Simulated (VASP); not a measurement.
Input of a VASP 6.6.1 run:

File INCAR:

```
SYSTEM = Mn
PREC = Accurate ; ENCUT = 520
EDIFF = 1E-6 ; ISMEAR = 0
SIGMA = 0.15 ; LREAL = .FALSE.
LASPH = .TRUE. ; NELM = 100
ALGO = Fast ; ISIF = 2
LWAVE = .FALSE. ; LCHARG = .FALSE.
GGA = PS ; NBANDS = 20
```

KPOINTS

```
regular mesh
0
G
  21 21 12
  0 0 0
```

Contents of POSCAR:

```
Mn
1.0
    2.4836457705      0.0000000000      0.0000000000
   -1.2418228852      2.1509003313      0.0000000000
    0.0000000000      0.0000000000      4.0261950000
Mn
2
Direct
    0.6666666667      0.3333333333      0.7500000000
    0.3333333333      0.6666666667      0.2500000000
```

Potentials or basis: VASP PAW PBE potentials, release 64 (Mn_pv).

Command:

```sh
$ cat potpaw_PBE.64/Mn_pv/POTCAR > POTCAR
$ mpirun -np 1 vasp_std > vasp.out
```

Question: What does it give for the band gap on the k mesh?

Answer: Zero (band 13 reaches 11.17 eV, above the bottom of band 14 at 9.17 eV).

Question: What does it give for the pressure?

Answer: -11.7 GPa.

Stress tensor (GPa, compression positive):
```
-11.30   0.00   0.00
  0.00 -11.30   0.00
  0.00   0.00 -12.36
```

Caveat: the PAW data sets were made with another functional, which shifts forces and pressure a little; the run has no spin polarisation, though such a crystal can be magnetic. Spin polarisation is off, so any magnetic state and its effect on volume and gap are missing.
